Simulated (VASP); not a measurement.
Wanted: the native input for a VASP 6.6.1 run.

- Task: relaxation of cell and atoms
- Functional: PBEsol
- Potentials or basis: VASP PAW PBE potentials, release 64 (Se)
- Cutoff: 600 eV
- k mesh: 7 × 7 × 6
- Occupations: fermi-dirac, width 0.05 eV
- Spin: no spin polarisation
- Target pressure: 30 GPa
- Dipole correction: no
- Further INCAR settings: ALGO = Normal; EDIFF = 1e-06; IBRION = 2; EDIFFG = -0.01; NSW = 80; ISIF = 3

The structure of Se lies in POSCAR:

```
Se
1.0
    4.3662000000      0.0000000000      0.0000000000
   -2.1831000000      3.7812401180      0.0000000000
    0.0000000000      0.0000000000      4.9536000000
Se
3
Direct
    0.7746000000      0.7746000000      0.0000000000
    0.0000000000      0.2254000000      0.6666666667
    0.2254000000      0.0000000000      0.3333333333
```

The input as run:

INCAR

```
  ALGO = Normal
  EDIFF = 1E-6
  EDIFFG = -0.01
  ENCUT = 600
  GGA = PS
  IBRION = 2
  ISIF = 3
  ISMEAR = -1
  LASPH = True
  LCHARG = False
  LREAL = False
  LWAVE = False
  NELM = 80
  NSW = 80
  PREC = Accurate
  PSTRESS = 300.0
  SIGMA = 0.05
```

KPOINTS

```
k-points
0
Gamma
  7 7 6
```

Potentials or basis: VASP PAW PBE potentials, release 64 (Se).

The run is started by

```console
$ cat potpaw_PBE.64/Se/POTCAR > POTCAR
$ mpirun -np 1 vasp_std > vasp.out
```

Results of the run:

```yaml
Relaxed_volume: 16.49 Å³/atom
Relaxed_cell: a = 3.242 Å, b = 3.242 Å, c = 5.436 Å, α = 90.00°, β = 90.00°, γ = 120.00°
Space_group_after_relaxing_to_0.05_Å: R-3m (No. 166)
Energy_change_on_relaxing_the_enthalpy_is_what_falls: +486.4 meV/atom
Ionic_steps: 36
Pressure_after_relaxing: 30.0 GPa
Band_gap_on_the_k_mesh: zero (band 9 reaches 9.53 eV, above the bottom of band 10 at 6.93 eV)
```

Caveat: the cell is relaxed towards a set pressure, so the enthalpy falls and the energy may rise; the volume moved by over 15 % at a fixed basis, so the end points are rough; the PAW data sets were made with another functional, which shifts forces and pressure a little.

Run time: 16 min on 1 thread of AMD EPYC 7R13 (shared host), peak memory 0.22 GiB.
